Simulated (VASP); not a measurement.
# CdS (P6_3mc) in VASP: dielectric tensor with PBE

Aim: the dielectric tensor of CdS with PBE.

Program: VASP 6.6.1. These are calculated values, not measurements. Logs are shortened: lines on timing, memory, paths and dates and some standing lists are left out, and cuts for length are marked.

### 1 The cell of the first run

The structure is hexagonal, space group P6_3mc (No. 186). Conventional cell: a = 4.165 Å, b = 4.165 Å, c = 6.766 Å, α = 90.00°, β = 90.00°, γ = 120.00°. Cd (site symmetry 3m) has 4 S at 2.54 to 2.55 Å within 3.4 Å. Within 3.4 Å of S (site symmetry 3m) lie 4 Cd at 2.54 to 2.55 Å.

### 2 Dielectric tensor, PBE

INCAR

```
PREC = Accurate
ENCUT = 520
EDIFF = 1E-8
ISMEAR = 0
SIGMA = 0.01
LREAL = F
LASPH = T
NELM = 100
ALGO = Normal
ISIF = 2
LWAVE = F
LCHARG = F
GGA = PE
LEPSILON = T
```

KPOINTS

```
Automatic mesh
0
Gamma
  6 6 4
```

POSCAR

```
CdS
1.0
    4.1645590945      0.0000000000      0.0000000000
   -2.0822795473      3.6066139714      0.0000000000
    0.0000000000      0.0000000000      6.7662377200
Cd S
2 2
Direct
    0.6666666667      0.3333333333      0.5000478141
    0.3333333333      0.6666666667      0.0000478141
    0.6666666667      0.3333333333      0.8769521859
    0.3333333333      0.6666666667      0.3769521859
```

Potentials or basis: VASP PAW PBE potentials, release 64 (Cd, S).

On the command line:

```bash
$ cat potpaw_PBE.64/Cd/POTCAR potpaw_PBE.64/S/POTCAR > POTCAR
$ mpirun -np 1 vasp_std > vasp.out
```

OUTCAR:

```text
PREC = Accurate
   ENCUT = 520
   EDIFF = 1E-8
   ISMEAR = 0
   LREAL = F
   LASPH = T
   NELM = 100
   ISIF = 2
   GGA = PE
   LEPSILON = T

 ion  position               nearest neighbor table
   1  0.667  0.333  0.500-   4 2.54   4 2.54   4 2.54   3 2.55
   2  0.333  0.667  0.000-   3 2.54   3 2.54   3 2.54   4 2.55
   3  0.667  0.333  0.877-   2 2.54   2 2.54   2 2.54   1 2.55
   4  0.333  0.667  0.377-   1 2.54   1 2.54   1 2.54   2 2.55

  LATTYP: Found a hexagonal cell.
 ALAT       =     4.1645590945
 C/A-ratio  =     1.6247188637

  Lattice vectors:

 A1 = (   4.1645590945,   0.0000000000,   0.0000000000)
 A2 = (  -2.0822795473,   3.6066139714,   0.0000000000)
 A3 = (   0.0000000000,   0.0000000000,   6.7662377200)

Analysis of symmetry for initial positions (statically):
=====================================================================
 Subroutine PRICEL returns:
 Original cell was already a primitive cell.

 Routine SETGRP: Setting up the symmetry group for a
 hexagonal supercell.

 Subroutine GETGRP returns: Found 12 space group operations
 (whereof  6 operations were pure point group operations)
 out of a pool of 24 trial point group operations.

The static configuration has the point symmetry C_3v.
 The point group associated with its full space group is C_6v.

Analysis of symmetry for dynamics (positions and initial velocities):
=====================================================================
 Subroutine PRICEL returns:
 Original cell was already a primitive cell.

 Routine SETGRP: Setting up the symmetry group for a
 hexagonal supercell.

 Subroutine GETGRP returns: Found 12 space group operations
 (whereof  6 operations were pure point group operations)
 out of a pool of 24 trial point group operations.

The dynamic configuration has the point symmetry C_3v.
 The point group associated with its full space group is C_6v.

 Subroutine INISYM returns: Found 12 space group operations
 (whereof  6 operations are pure point group operations),
 and found     1 'primitive' translations

----------------------------------------------------------------------------------------

                                     Primitive cell

  volume of cell :     101.6286

  direct lattice vectors                    reciprocal lattice vectors
     4.164559095  0.000000000  0.000000000     0.240121458  0.138634188  0.000000000
    -2.082279547  3.606613971  0.000000000     0.000000000  0.277268376  0.000000000
     0.000000000  0.000000000  6.766237720     0.000000000  0.000000000  0.147792620

  length of vectors
     4.164559095  4.164559095  6.766237720     0.277268376  0.277268376  0.147792620

  position of ions in fractional coordinates (direct lattice)
     0.666666667  0.333333333  0.500047814
     0.333333333  0.666666667  0.000047814
     0.666666667  0.333333333  0.876952186
     0.333333333  0.666666667  0.376952186

  ion indices of the primitive-cell ions
   primitive index   ion index
                 1           1
                 2           2
                 3           3
                 4           4

----------------------------------------------------------------------------------------

 KPOINTS: Automatic mesh

Automatic generation of k-mesh.
 Grid dimensions read from file:
 generate k-points for:    6    6    4

 Generating k-lattice:

  Cartesian coordinates                     Fractional coordinates (reciprocal lattice)
     0.040020243  0.023105698  0.000000000     0.166666667  0.000000000  0.000000000
     0.000000000  0.046211396  0.000000000     0.000000000  0.166666667  0.000000000
     0.000000000  0.000000000  0.036948155     0.000000000  0.000000000  0.250000000

[... 78 lines left out ...]
   LHFCALC =     F    Hartree Fock is set to
   AEXX    =    0.0000 exact exchange contribution
   IVDW    =     0    specifies the selected vdW correction
   LEPSILON=     T    determine dielectric tensor
   LRPA    =     F    only Hartree local field effects (RPA)
 non-spin polarized calculation
 Gauss-broadening in eV      SIGMA  =   0.01
  energy-cutoff  :      520.00
  volume of cell :      101.63
 maximum number of plane-waves:      2786
 NGX is ok and might be reduce to    32
   NGX = 15   NGY = 15   NGZ = 25

--------------------------------------- Ionic step        1  -------------------------------------------

 number of electron      35.9999996 magnetization

 E-fermi :   1.2043     XC(G=0):  -9.0318

 val. band max:        1.1101618496   @ k =   0.0000   0.0000   0.0000
 cond. band min:       2.2843643384   @ k =   0.0000   0.0000   0.0000
 fundamental gap:      1.1742024889
 Fermi energy:         1.2043458675

 k-point     1 :       0.0000    0.0000    0.0000
  band No.  band energies     occupation
      1     -11.1175      2.00000
      2     -10.7067      2.00000
      3      -6.5129      2.00000
      4      -6.5077      2.00000
      5      -6.5077      2.00000
      6      -6.4282      2.00000
[... 514 lines left out ...]
     21       7.2348      0.00000
     22       7.2348      0.00000

  FORCE on cell =-STRESS in cart. coord.  units (eV):
  Direction    XX          YY          ZZ          XY          YZ          ZX
  --------------------------------------------------------------------------------------
  -------------------------------------------------------------------------------------
  Total        1.0718716      1.0718716      1.1109283     -0.0000000     -0.0000000     -0.0000000
  in kB       16.8980810     16.8980810     17.5138109     -0.0000000     -0.0000000     -0.0000000
  external PRESSURE =      17.1033243 kB  Pullay stress =       0.0000000 kB

 VOLUME and BASIS-vectors are now :
 -----------------------------------------------------------------------------
  energy-cutoff  :      520.00
  volume of cell :      101.63
      direct lattice vectors                 reciprocal lattice vectors
     4.164559095  0.000000000  0.000000000     0.240121458  0.138634188  0.000000000
    -2.082279547  3.606613971  0.000000000     0.000000000  0.277268376  0.000000000
     0.000000000  0.000000000  6.766237720     0.000000000  0.000000000  0.147792620

 POSITION                                       TOTAL-FORCE (eV/Angst)
 -----------------------------------------------------------------------------------
      2.08228      1.20220      3.38344        -0.000000      0.000000      0.001760
     -0.00000      2.40441      0.00032         0.000000      0.000000      0.001760
      2.08228      1.20220      5.93367        -0.000000      0.000000     -0.001760
     -0.00000      2.40441      2.55055         0.000000      0.000000     -0.001760
 -----------------------------------------------------------------------------------
    total drift:                               -0.000000     -0.000000     -0.000587

  FREE ENERGIE OF THE ION-ELECTRON SYSTEM (eV)
  ---------------------------------------------------
  free  energy   TOTEN  =       -12.2814976456 eV

  energy  without entropy=      -12.2814976456  energy(sigma->0) =      -12.28149765

 HEAD OF MICROSCOPIC STATIC DIELECTRIC TENSOR (INDEPENDENT PARTICLE, excluding Hartree and local field effects)
 ------------------------------------------------------
           7.079161    -0.000000     0.000000
          -0.000000     7.079161    -0.000000
           0.000000    -0.000000     6.953048
 ------------------------------------------------------

 Free energy of the ion-electron system (eV)
  ---------------------------------------------------
  ---------------------------------------------------
  free energy    TOTEN  =        -1.73708008 eV

  energy without entropy =       -1.73708008

------------------------ aborting loop because EDIFF is reached ----------------------------------------

--------------------------------------- Ionic step        2  -------------------------------------------

------------------------ aborting loop because EDIFF is reached ----------------------------------------

--------------------------------------- Ionic step        3  -------------------------------------------

 Free energy of the ion-electron system (eV)
  ---------------------------------------------------
  ---------------------------------------------------
  free energy    TOTEN  =        -1.70571413 eV

  energy without entropy =       -1.70571413

------------------------ aborting loop because EDIFF is reached ----------------------------------------

 PIEZOELECTRIC TENSOR FIELD DIRECTION 3  (e Angst)
 -----------------------------------------------------------------------------
     2.18227 -0.00000  0.00000           ( -0.02081  0.00000  0.00000)
    -0.00000  2.18227  0.00000           (  0.00000 -0.02081  0.00000)
     0.00000 -0.00000 -4.44412           (  0.00000  0.00000  0.04087)

 PIEZOELECTRIC TENSOR FIELD DIRECTION 3  (C/m^2)
 -----------------------------------------------------------------------------
     0.34403 -0.00000  0.00000
    -0.00000  0.34403  0.00000
     0.00000 -0.00000 -0.70062

 MACROSCOPIC STATIC DIELECTRIC TENSOR (including local field effects in DFT)
 ------------------------------------------------------
           6.745652    -0.000000     0.000000
          -0.000000     6.745652    -0.000000
           0.000000     0.000000     6.642065
 ------------------------------------------------------

 PIEZOELECTRIC TENSOR (including local field effects)  for field in x, y, z        (e  Angst)
          XX          YY          ZZ          XY          YZ          ZX
  --------------------------------------------------------------------------------
  x     0.00000    -0.00000     0.00000     0.00000    -0.00000     2.23526
  y     0.00000     0.00000    -0.00000     0.00000     2.23525    -0.00000
  z     2.18227     2.18227    -4.44412    -0.00000    -0.00000     0.00000

 PIEZOELECTRIC TENSOR (including local field effects)  for field in x, y, z        (C/m^2)
          XX          YY          ZZ          XY          YZ          ZX
  --------------------------------------------------------------------------------
  x     0.00000    -0.00000     0.00000     0.00000    -0.00000     0.35239
  y     0.00000     0.00000    -0.00000     0.00000     0.35239    -0.00000
  z     0.34403     0.34403    -0.70062    -0.00000    -0.00000     0.00000

 BORN EFFECTIVE CHARGES (including local field effects) (in |e|, cummulative output)
 ---------------------------------------------------------------------------------
 ion    1
    1     2.21198    -0.00000     0.00000
    2    -0.00000     2.21198     0.00000
    3     0.00000     0.00000     2.27138
 ion    2
    1     2.21198    -0.00000     0.00000
    2    -0.00000     2.21198     0.00000
    3     0.00000     0.00000     2.27138
 ion    3
    1    -2.21198     0.00000     0.00000
    2     0.00000    -2.21198     0.00000
    3     0.00000     0.00000    -2.27138
 ion    4
    1    -2.21198     0.00000     0.00000
    2     0.00000    -2.21198     0.00000
    3    -0.00000     0.00000    -2.27138
```

It took 4.9 min on 1 thread of AMD EPYC 9R45 (Zen 5), shared host; peak memory 0.4 GiB.

What came out:

| Property | Result |
| --- | --- |
| Band gap on the k mesh | 1.17 eV |
| Electronic dielectric tensor (diagonal) | 6.75, 6.75, 6.64 |
| Born charges (mean of the diagonal) | Cd +2.23; S -2.23 e |

Levels at points of the mesh, in eV from the valence-band top:
| k point | band 14 | band 15 | band 16 | band 17 | band 18 | band 19 | band 20 | band 21 | band 22 |
| --- | --- | --- | --- | --- | --- | --- | --- | --- | --- |
| (0.00, 0.00, 0.00) | -0.73 | -0.73 | -0.04 | 0.00 | 0.00 | 1.17 | 2.76 | 6.48 | 6.48 |
| (0.50, 0.00, 0.00) | -3.44 | -2.55 | -1.81 | -1.24 | -0.73 | 3.68 | 3.88 | 5.12 | 6.35 |
| (0.00, 0.00, 0.50) | -2.41 | -0.38 | -0.38 | -0.38 | -0.38 | 2.81 | 2.81 | 6.17 | 6.17 |
| (0.50, 0.00, 0.50) | -4.03 | -1.30 | -1.30 | -1.28 | -1.28 | 3.48 | 3.48 | 5.37 | 5.37 |

Electronic dielectric tensor:
```
6.75 0.00 0.00
0.00 6.75 0.00
0.00 0.00 6.64
```

Born effective charge tensors (e):
atom 1, Cd
```
2.21 0.00 0.00
0.00 2.21 0.00
0.00 0.00 2.27
```
atom 2, Cd
```
2.21 0.00 0.00
0.00 2.21 0.00
0.00 0.00 2.27
```
atom 3, S
```
-2.21  0.00  0.00
 0.00 -2.21  0.00
 0.00  0.00 -2.27
```
atom 4, S
```
-2.21  0.00  0.00
 0.00 -2.21  0.00
 0.00  0.00 -2.27
```
